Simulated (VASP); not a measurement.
AlN: single point with PBE

Crystal: AlN.

```
Al N
1.0
     0.00000   -2.20157   -2.20157
    -2.20157    0.00000   -2.20157
     2.20157    2.20157   -4.40314
Al N
2 2
Direct
  0.99240 0.01456 0.99646
  0.50052 0.47837 0.49646
  0.37818 0.39803 0.88181
  0.88545 0.86560 0.38181
```

This cell differs from its parent crystal: mode 4 frozen in at -0.051 Å and mode 10 at -0.060 Å (largest displacements).

```yaml
Program: VASP 6.6.1
Task: single point
Functional: PBE
Potentials_or_basis: VASP PAW PBE potentials, release 64 (Al, N)
Cutoff: 520 eV
k_mesh: 6 × 6 × 6
Occupations: gaussian, width 0.05 eV
Spin: no spin polarisation
Dipole_correction: no
Further_INCAR_settings: ALGO = Normal; EDIFF = 1e-07; NBANDS = 16
```

| Item | Value |
| --- | --- |
| Pressure | 0.6 GPa |
| Largest force | 1.423 eV/Å |
| Band gap on the k mesh | 3.06 eV |

Forces on the atoms (eV/Å):
```
Al   0.223 -0.064 -1.081
Al  -0.214  0.073 -1.405
N    0.086 -0.017  1.337
N   -0.094  0.008  1.149
```

Stress tensor (GPa, compression positive):
```
 0.93 -5.51 -0.05
-5.51  1.34 -0.05
-0.05 -0.05 -0.34
```

Levels at points of the mesh, in eV from the valence-band top:
```csv
k point,band 4,band 5,band 6,band 7,band 8,band 9,band 10,band 11,band 12,band 13
"(0.00, 0.00, 0.00)",-0.94,-0.64,-0.48,-0.23,0.00,3.72,6.94,9.46,10.63,10.83
"(0.50, 0.00, 0.00)",-5.01,-2.45,-2.40,-1.40,-1.38,5.51,5.56,9.46,9.59,11.43
"(0.00, 0.50, 0.00)",-4.94,-2.53,-2.30,-1.41,-1.38,5.50,5.56,9.32,9.82,11.26
"(0.50, 0.50, 0.50)",-4.82,-2.53,-2.34,-1.62,-1.59,5.56,5.62,9.44,9.82,11.34
"(0.50, 0.50, 0.00)",-5.06,-2.16,-1.83,-0.94,-0.63,3.08,6.93,8.22,9.49,10.60
"(0.00, 0.50, 0.50)",-5.08,-1.98,-1.97,-0.77,-0.51,3.07,6.85,8.15,9.40,10.65
"(0.50, 0.00, 0.50)",-5.07,-1.98,-1.96,-0.77,-0.50,3.06,6.83,8.18,9.38,10.64
"(0.00, 0.00, 0.50)",-3.37,-0.77,-0.69,-0.44,-0.36,6.03,6.05,10.45,10.49,11.59
```

Wall time 60 s on 1 thread of Intel(R) Xeon(R) Platinum 8259CL CPU @ 2.50GHz (Skylake/Cascade Lake) (shared host), peak memory 0.2 GiB.

Caveat: the cell differs from its parent crystal (mode 4 frozen in at -0.051 Å and mode 10 at -0.060 Å (largest displacements)); forces of over 1 eV/Å act on the atoms, so gaps and moduli don't describe the material at rest. A k mesh can miss the band edges.
